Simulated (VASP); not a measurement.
# Mo in VASP: single point with r2SCAN+rVV10

Aim: the single point of Mo with r2SCAN+rVV10.

Everything below comes from runs of VASP 6.6.1. Logs are shortened: lines on timing, memory, paths and dates and some standing lists are left out, and cuts for length are marked.

### 1 The cell of the first run

The cell holds a slab with vacuum, 4 atoms: a = 3.150 Å, b = 3.150 Å, c = 25.630 Å, α = 90.00°, β = 90.00°, γ = 90.00°.

### 2 Single point, r2SCAN+rVV10

POSCAR

```
Mo
1.0
    3.1497517629      0.0000000000      0.0000000000
    0.0000000000      3.1497517629      0.0000000000
    0.0000000000      0.0000000000     25.6296644782
Mo
4
Direct
    0.0000000000      0.0000000000      0.5721352419
    0.5000000000      0.5000000000      0.6282966998
    1.0000000000      0.0000000000      0.6933596941
    0.5000000000      0.5000000000      0.7460314390
```

INCAR.step1

```
PREC     = Accurate       # precision mode
ENCUT    = 440            # plane-wave cutoff, eV
ISMEAR   = 1              # smearing method
SIGMA    = 0.1            # smearing width, eV
LREAL    = F              # projectors in reciprocal space
LASPH    = T              # aspherical terms in the spheres
NELM     = 120            # most SCF steps
LDIPOL   = T            
IDIPOL   = 3            
DIPOL    = 0.5 0.5 0.660
NBANDS   = 36             # bands
GGA      = PE             # functional
ALGO     = Normal         # electronic algorithm
EDIFF    = 1E-5           # SCF threshold, eV
LWAVE    = T              # write WAVECAR
LCHARG   = F              # write CHGCAR
GGA_COMPAT= F            
NELMDL   = -8
```

INCAR.step2

```
PREC     = Accurate       # precision mode
ENCUT    = 440            # plane-wave cutoff, eV
EDIFF    = 1E-6           # SCF threshold, eV
ISMEAR   = 1              # smearing method
SIGMA    = 0.1            # smearing width, eV
LREAL    = F              # projectors in reciprocal space
LASPH    = T              # aspherical terms in the spheres
NELM     = 120            # most SCF steps
ALGO     = Normal         # electronic algorithm
ISIF     = 2              # what is computed and relaxed
LWAVE    = F              # write WAVECAR
LCHARG   = F              # write CHGCAR
LDIPOL   = T            
IDIPOL   = 3            
DIPOL    = 0.5 0.5 0.660
METAGGA  = R2SCAN         # meta-GGA
LMIXTAU  = T            
LUSE_VDW = T            
IVDW_NL  = 2            
BPARAM   = 11.95        
CPARAM   = 0.0093       
NBANDS   = 36             # bands
ISTART   = 1            
GGA_COMPAT= F
```

KPOINTS

```
regular mesh
0
Gamma
  12 12 1
```

Potentials or basis: VASP PAW PBE potentials, release 64 (Mo_sv).

Command:

```console
$ cat potpaw_PBE.64/Mo_sv/POTCAR > POTCAR
$ cp INCAR.step1 INCAR
$ mpirun -np 1 vasp_std > vasp.out
$ cp INCAR.step2 INCAR
$ mpirun -np 1 vasp_std > vasp.out
```

OUTCAR:

```text
PREC = Accurate
   ENCUT = 440
   EDIFF = 1E-6
   ISMEAR = 1
   LREAL = F
   LASPH = T
   NELM = 120
   ISIF = 2
   METAGGA = R2SCAN
   IVDW_NL = 2
   BPARAM = 11.95
   ISTART = 1

 ion  position               nearest neighbor table
   1  0.000  0.000  0.572-   2 2.65   2 2.65   2 2.65   2 2.65   3 3.11
   2  0.500  0.500  0.628-   1 2.65   1 2.65   1 2.65   1 2.65   3 2.78   3 2.78   3 2.78   3 2.78
                             4 3.02
   3  0.000  0.000  0.693-   4 2.60   4 2.60   4 2.60   4 2.60   2 2.78   2 2.78   2 2.78   2 2.78
                             1 3.11
   4  0.500  0.500  0.746-   3 2.60   3 2.60   3 2.60   3 2.60   2 3.02

  LATTYP: Found a simple tetragonal cell.
 ALAT       =     3.1497517629
 C/A-ratio  =     8.1370426648

  Lattice vectors:

 A1 = (   3.1497517629,   0.0000000000,   0.0000000000)
 A2 = (   0.0000000000,   3.1497517629,   0.0000000000)
 A3 = (   0.0000000000,   0.0000000000,  25.6296644782)

Analysis of symmetry for initial positions (statically):
=====================================================================
 Subroutine PRICEL returns:
 Original cell was already a primitive cell.

 Routine SETGRP: Setting up the symmetry group for a
 simple tetragonal supercell.

 Subroutine GETGRP returns: Found  8 space group operations
 (whereof  8 operations were pure point group operations)
 out of a pool of 16 trial point group operations.

The static configuration has the point symmetry C_4v.

Analysis of symmetry for dynamics (positions and initial velocities):
=====================================================================
 Subroutine PRICEL returns:
 Original cell was already a primitive cell.

 Routine SETGRP: Setting up the symmetry group for a
 simple tetragonal supercell.

 Subroutine GETGRP returns: Found  8 space group operations
 (whereof  8 operations were pure point group operations)
 out of a pool of 16 trial point group operations.

The dynamic configuration has the point symmetry C_4v.

 Subroutine INISYM returns: Found  8 space group operations
 (whereof  8 operations are pure point group operations),
 and found     1 'primitive' translations

----------------------------------------------------------------------------------------

                                     Primitive cell

  volume of cell :     254.2703

  direct lattice vectors                    reciprocal lattice vectors
     3.149751763  0.000000000  0.000000000     0.317485337  0.000000000  0.000000000
     0.000000000  3.149751763  0.000000000     0.000000000  0.317485337  0.000000000
     0.000000000  0.000000000 25.629664478     0.000000000  0.000000000  0.039017288

  length of vectors
     3.149751763  3.149751763 25.629664478     0.317485337  0.317485337  0.039017288

  position of ions in fractional coordinates (direct lattice)
     0.000000000  0.000000000  0.572135242
     0.500000000  0.500000000  0.628296700
     0.000000000  0.000000000  0.693359694
     0.500000000  0.500000000  0.746031439

  ion indices of the primitive-cell ions
   primitive index   ion index
                 1           1
                 2           2
                 3           3
                 4           4

----------------------------------------------------------------------------------------

 KPOINTS: regular mesh

Automatic generation of k-mesh.
 Grid dimensions read from file:
 generate k-points for:   12   12    1

 Generating k-lattice:

  Cartesian coordinates                     Fractional coordinates (reciprocal lattice)
     0.026457111  0.000000000  0.000000000     0.083333333  0.000000000  0.000000000
     0.000000000  0.026457111  0.000000000     0.000000000  0.083333333  0.000000000
     0.000000000  0.000000000  0.039017288     0.000000000  0.000000000  1.000000000

  Length of vectors
     0.026457111  0.026457111  0.039017288

  Shift w.r.t. Gamma in fractional coordinates (k-lattice)
     0.000000000  0.000000000  0.000000000

 Subroutine IBZKPT returns following result:
 ===========================================

 Found     28 irreducible k-points:

 Following reciprocal coordinates:
            Coordinates               Weight
  0.000000  0.000000  0.000000      1.000000
  0.083333  0.000000  0.000000      4.000000
  0.166667  0.000000  0.000000      4.000000
  0.250000  0.000000  0.000000      4.000000
  0.333333  0.000000  0.000000      4.000000
  0.416667  0.000000  0.000000      4.000000
[... 16 lines left out ...]
  0.333333  0.333333  0.000000      4.000000
  0.416667  0.333333  0.000000      8.000000
 [... further k-points ...]
   k-points           NKPTS =     28   k-points in BZ     NKDIM =     28   number of bands    NBANDS=     36
   number of dos      NEDOS =    301   number of ions     NIONS =      4
   total plane-waves  NPLWV = 103680
   dimension x,y,z NGX =    24 NGY =   24 NGZ =  180
   dimension x,y,z NGXF=    48 NGYF=   48 NGZF=  360
   ions per type =               4
   NGX,Y,Z   is equivalent  to a cutoff of  12.67, 12.67, 11.68 a.u.
   NGXF,Y,Z  is equivalent  to a cutoff of  25.33, 25.33, 23.35 a.u.
 SYSTEM =  unknown system
   PREC   = accura    normal or accurate (medium, high low for compatibility)
   ISTART =      1    job   : 0-new  1-cont  2-samecut
   ICHARG =      0    charge: 1-file 2-atom 10-const
   ISPIN  =      1    spin polarized calculation?
   LNONCOLLINEAR =      F non collinear calculations
   LSORBIT =      F    spin-orbit coupling
   LASPH  =      T    aspherical Exc in radial PAW
   ENCUT  =  440.0 eV  32.34 Ry    5.69 a.u.   5.39  5.39 43.84*2*pi/ulx,y,z
   NELM   =    120;   NELMIN=  2; NELMDL=  0     # of ELM steps
   EDIFF  = 0.1E-05   stopping-criterion for ELM
   LREAL  =      F    real-space projection
   EDIFFG = 0.1E-04   stopping-criterion for IOM
   NSW    =      0    number of steps for IOM
   IBRION =     -1    ionic relax: 0-MD 1-quasi-New 2-CG
   NFREE  =      0    steps in history (QN), initial steepest desc. (CG)
   ISIF   =      2    stress and relaxation
   ISYM   =      2    0-nonsym 1-usesym 2-fastsym
   POTIM  = 0.5000    time-step for ionic-motion
   TEBEG  =    0.0;   TEEND  =   0.0 temperature during run
   PSTRESS=    0.0 pullay stress
   NELECT =      56.0000    total number of electrons
   NUPDOWN=      -1.0000    fix difference up-down
   EMIN   =  10.00;   EMAX   =-10.00  energy-range for DOS
   EFERMI =   0.00;   METHOD = LEGACY
   ISMEAR =     1;   SIGMA  =   0.10  broadening in eV -4-tet -1-fermi 0-gaus
   EFERMI_NEDOS =   21; number of points for ismear=-14 and -15
   IALGO  =     38    algorithm
   IMIX   =      4    mixing-type and parameters
     AMIX     =   0.40;   BMIX     =  1.00
     AMIX_MAG =   1.60;   BMIX_MAG =  1.00
  volume/ion in A,a.u.               =      63.57       428.98
  Fermi-wavevector in a.u.,A,eV,Ry     =   0.988642  1.868262 13.298507  0.977413
  Thomas-Fermi vector in A             =   2.120183
   LORBIT       =      0    0 simple, 1 ext, 2 COOP (PROOUT), +10 PAW based schemes
   METAGGA = R2SCAN    functional components
   LHFCALC =     F    Hartree Fock is set to
   AEXX    =    0.0000 exact exchange contribution
   IVDW_NL    =     2    kernel type
   BPARAM     =11.9500
   IVDW    =     0    specifies the selected vdW correction
   LEPSILON=     F    determine dielectric tensor
   LRPA    =     F    only Hartree local field effects (RPA)
 non-spin polarized calculation
 Methfessel and Paxton  Order N= 1 SIGMA  =   0.10
  energy-cutoff  :      440.00
  volume of cell :      254.27
 maximum number of plane-waves:      5383
 NGX is ok and might be reduce to    24
   NGX = 11   NGY = 11   NGZ = 87

 dipolmoment           0.000000      0.000000     -0.003554 electrons x Angstroem

 number of electron      56.0000003 magnetization

 dipolmoment           0.000000      0.000000      0.002824 electrons x Angstroem

 Free energy of the ion-electron system (eV)
  ---------------------------------------------------
  ext. energy  EPLUGINS =         0.00000000
  ---------------------------------------------------
  free energy    TOTEN  =       -98.71208859 eV

  energy without entropy =      -98.71197793  energy(sigma->0) =      -98.71205170

 E-fermi :   0.1890     XC(G=0):  -4.4313

 val. band max:        0.1834735089   @ k =   0.4167   0.3333   0.0000
 cond. band min:       0.1953467382   @ k =   0.0833   0.0000   0.0000
 fundamental gap:      0.0118732292
 Fermi energy:         0.1889768462

 k-point     1 :       0.0000    0.0000    0.0000
  band No.  band energies     occupation
      1     -62.6334      2.00000
      2     -62.4651      2.00000
      3     -62.1337      2.00000
      4     -62.0362      2.00000
      5     -36.1539      2.00000
      6     -36.1354      2.00000
[... 28 lines left out ...]
     35       2.7487      0.00000
     36       3.2078      0.00000

 k-point     2 :       0.0833    0.0000    0.0000
  band No.  band energies     occupation
      1     -62.6245      2.00000
      2     -62.4601      2.00000
      3     -62.1368      2.00000
      4     -62.0412      2.00000
      5     -36.2021      2.00000
      6     -36.1655      2.00000
[... 28 lines left out ...]
     35       2.5493      0.00000
     36       2.7662      0.00000

 k-point     3 :       0.1667    0.0000    0.0000
  band No.  band energies     occupation
      1     -62.5989      2.00000
      2     -62.4463      2.00000
      3     -62.1460      2.00000
      4     -62.0555      2.00000
      5     -36.2979      2.00000
      6     -36.2469      2.00000
[... 28 lines left out ...]
     35       2.5857      0.00000
     36       2.6095      0.00000
[... 742 lines left out ...]
 k-point    23 :       0.3333    0.3333    0.0000
  band No.  band energies     occupation
      1     -62.4509      2.00000
      2     -62.3909      2.00000
      3     -62.1825      2.00000
      4     -62.1082      2.00000
      5     -36.4849      2.00000
      6     -36.3772      2.00000
[... 28 lines left out ...]
     35       2.8416      0.00000
     36       3.2310      0.00000

 k-point    24 :       0.4167    0.3333    0.0000
  band No.  band energies     occupation
      1     -62.4299      2.00000
      2     -62.3911      2.00000
      3     -62.1835      2.00000
      4     -62.1106      2.00000
      5     -36.5224      2.00000
      6     -36.4547      2.00000
[... 28 lines left out ...]
     35       3.1015      0.00000
     36       3.3038      0.00000

 [... further k-points ...]

------------------------ aborting loop because EDIFF is reached ----------------------------------------

 vacuum level on the upper side and lower side of the slab       (xc-potential included)         0.061         0.011

  FORCE on cell =-STRESS in cart. coord.  units (eV):
  Direction    XX          YY          ZZ          XY          YZ          ZX
  --------------------------------------------------------------------------------------
  -------------------------------------------------------------------------------------
  Total       -4.4013868     -4.4013868     -0.9819287      0.0000000      0.0000000      0.0000000
  in kB      -27.7334909    -27.7334909     -6.1872114      0.0000000      0.0000000      0.0000000
  external PRESSURE =     -20.5513978 kB  Pullay stress =       0.0000000 kB

 VOLUME and BASIS-vectors are now :
 -----------------------------------------------------------------------------
  energy-cutoff  :      440.00
  volume of cell :      254.27
      direct lattice vectors                 reciprocal lattice vectors
     3.149751763  0.000000000  0.000000000     0.317485337  0.000000000  0.000000000
     0.000000000  3.149751763  0.000000000     0.000000000  0.317485337  0.000000000
     0.000000000  0.000000000 25.629664478     0.000000000  0.000000000  0.039017288

 POSITION                                       TOTAL-FORCE (eV/Angst)
 -----------------------------------------------------------------------------------
      0.00000      0.00000     14.66363         0.000000      0.000000      0.847348
      1.57488      1.57488     16.10303         0.000000     -0.000000     -0.988938
      0.00000      0.00000     17.77058        -0.000000      0.000000      0.035515
      1.57488      1.57488     19.12054         0.000000      0.000000      0.106076
 -----------------------------------------------------------------------------------
    total drift:                                0.000000     -0.000000      0.000150

  FREE ENERGIE OF THE ION-ELECTRON SYSTEM (eV)
  ---------------------------------------------------
  free  energy   TOTEN  =       -98.7120885898 eV

  energy  without entropy=      -98.7119779286  energy(sigma->0) =      -98.71205170

 vacuum level on the upper side and lower side of the slab         4.073         4.019
```

Wall time 50 min (1 thread of Oxide Virtual Turin-like, shared host); peak memory 0.76 GiB.

What came out:

| Property | Result |
| --- | --- |
| Free energy | -98.7121 eV |
| Largest force | 0.989 eV/Å |
| Band gap on the k mesh | zero (bands 28 and 29 overlap by 1.97 eV) |

Forces in eV/Å, atoms in the order of the input:
```
Mo   0.000  0.000  0.847
Mo   0.000  0.000 -0.989
Mo   0.000  0.000  0.036
Mo   0.000  0.000  0.106
```

Caveat: the PAW data sets were made with another functional, which shifts forces and pressure a little.
